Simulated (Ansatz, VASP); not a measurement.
FePt: VASP beside Ansatz

Contents of INCAR:

```
SYSTEM = FePt
PREC     = Accurate       ! precision mode
ENCUT    = 520            ! plane-wave cutoff, eV
EDIFF    = 1E-6           ! SCF threshold, eV
ISMEAR   = -1             ! smearing method
SIGMA    = 0.05           ! smearing width, eV
LREAL    = .FALSE.        ! projectors in reciprocal space
LASPH    = .TRUE.         ! aspherical terms in the spheres
NELM     = 150            ! most SCF steps
ALGO     = Fast           ! electronic algorithm
ISIF     = 2              ! what is computed and relaxed
LWAVE    = .FALSE.        ! write WAVECAR
LCHARG   = .TRUE.         ! write CHGCAR
ISPIN    = 2              ! spin polarisation
MAGMOM   = 0 3            ! initial moments
LORBIT   = 11             ! projections on sites
LMAXMIX  = 4              ! l up to which the mixer works
LELF     = .TRUE.         ! ELF
LVHAR    = .TRUE.       
NBANDS   = 20             ! bands
```

Contents of KPOINTS:

```
Automatic mesh
0
G
  10 10 7
  0 0 0
```

The input POSCAR:

```
FePt
1.0
    2.7415369495      0.0000000000      0.0000000000
    0.0000000000      2.7415369495      0.0000000000
    0.0000000000      0.0000000000      3.7446364796
Pt Fe
1 1
Direct
    0.5000000000      0.5000000000      0.5000000000
    0.0000000000      0.0000000000      0.0000000000
```

Contents of input.yaml:

```yaml
crystal:
  lattice:
    - [2.7415369495, 0.0, 0.0]
    - [0.0, 2.7415369495, 0.0]
    - [0.0, 0.0, 3.7446364796]
  atoms:
    - { symbol: Pt, position: [0.5, 0.5, 0.5] }
    - { symbol: Fe, position: [0.0, 0.0, 0.0], spin: 3.0 }
hamiltonian:
  xc: lda
  pseudopotentials: { kind: paw }
magnetization:
  spin_polarized: true
kpoints:
  mp_grid: { grid: [10, 10, 7] }
scf:
  occupations: { method: fermi_dirac, width: 0.05 }
output:
  forces: true
  stress: true
  eigenvalues: true
  write_density: true
  write_potential: true
  elf: true
  volumetric_format: npy
```

Alike in both runs: task single point; functional LDA; k mesh 10 × 10 × 7; occupations fermi-dirac, width 0.05 eV; collinear spin.

|  | VASP | Ansatz |
| --- | --- | --- |
| version | VASP 6.6.1 | Ansatz 0.2.0 |
| potentials or method | VASP PAW LDA potentials, release 64 (Pt, Fe) | Ansatz PAW |
| plane-wave cutoff (eV) | 520 | 420 |
| valence electrons in the cell | 18 | 34 |

|  | VASP | Ansatz | Ansatz less VASP |
| --- | --- | --- | --- |
| gap on the k mesh at the Fermi level (eV) | none | none | - |
| pressure (GPa) | -16.4 | -16.3 | +0.14 |
| traceless stress, the component that is largest in VASP (GPa) | 0.93 | 0.81 | -0.122 |
| net moment per atom (μB) | 1.61 | 1.62 | +0.017 |
| size of the moment on the site where the two differ most (μB) | 2.82 | 2.90 | +0.072 |

LDA's correlation is that of Perdew and Zunger in VASP and of Perdew and Wang (1992) in Ansatz. Site moments also hang on the region over which each program counts them. A gap of «none» marks a metal or a gap that the smearing closes. VASP's potentials hold 18 valence electrons a cell and Ansatz's 34, so a difference there can come from the potentials and not from the codes.

Spin-orbit coupling is off throughout.
